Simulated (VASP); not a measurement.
HfSiO4: single point with PBE

The system is HfSiO4.

```
Hf Si O
1.0
    -3.32245    3.32245    3.00747
     3.32245   -3.32245    3.00747
     3.32245    3.32245   -3.00747
Hf Si O
2 2 8
Direct
  0.00000 0.00000 0.00000
  0.75000 0.25000 0.50000
  0.25000 0.75000 0.50000
  0.50000 0.50000 0.00000
  0.13473 0.31894 0.81579
  0.06894 0.75315 0.68421
  0.06894 0.38473 0.31579
  0.50315 0.31894 0.18421
  0.68106 0.49685 0.81579
  0.61527 0.93106 0.68421
  0.24685 0.93106 0.31579
  0.68106 0.86527 0.18421
```

```json
{
  "Program": "VASP 6.6.1",
  "Task": "single point",
  "Functional": "PBE",
  "Potentials or basis": "VASP PAW PBE potentials, release 64 (Hf_pv, Si, O)",
  "Cutoff": "520 eV",
  "k mesh": "6 × 6 × 6",
  "Occupations": "gaussian, width 0.02 eV",
  "Spin": "no spin polarisation"
}
```

```
Pressure               : -1.6 GPa
Largest force          : 0.183 eV/Å
Band gap on the k mesh : 5.27 eV, indirect (least direct gap 5.60 eV)
```

Forces on the atoms (eV/Å):
```
Hf   0.000  0.000  0.000
Hf   0.000  0.000  0.000
Si   0.000  0.000  0.000
Si   0.000  0.000  0.000
O    0.000 -0.126 -0.133
O    0.126  0.000 -0.133
O   -0.126  0.000 -0.133
O    0.000  0.126 -0.133
O   -0.126  0.000  0.133
O    0.000  0.126  0.133
O    0.000 -0.126  0.133
O    0.126  0.000  0.133
```

Stress tensor (GPa, compression positive):
```
-1.69  0.00  0.00
 0.00 -1.69  0.00
 0.00  0.00 -1.40
```

Levels at points of the mesh, in eV from the valence-band top:
```
           k point  band 34  band 35  band 36  band 37  band 38  band 39  band 40  band 41  band 42  band 43
(0.00, 0.00, 0.00)    -0.69    -0.60    -0.60    -0.53     0.00     5.60     5.91     5.96     6.04     6.04
(0.50, 0.00, 0.00)    -1.11    -0.95    -0.80    -0.24    -0.22     5.50     5.66     6.39     6.54     6.66
(0.50, 0.50, 0.00)    -0.97    -0.89    -0.89    -0.58    -0.58     5.28     5.28     6.35     6.35     6.35
(0.50, 0.50, 0.50)    -1.29    -1.07    -1.07    -0.89    -0.89     6.06     6.06     6.38     6.38     6.53
```

Wall time 6.3 min on 1 thread of AMD EPYC 7R13, with other jobs on the host, peak memory 0.32 GiB.

Caveat: spin-orbit coupling is left out, which moves the levels of the heavy elements. A k mesh can miss the band edges.
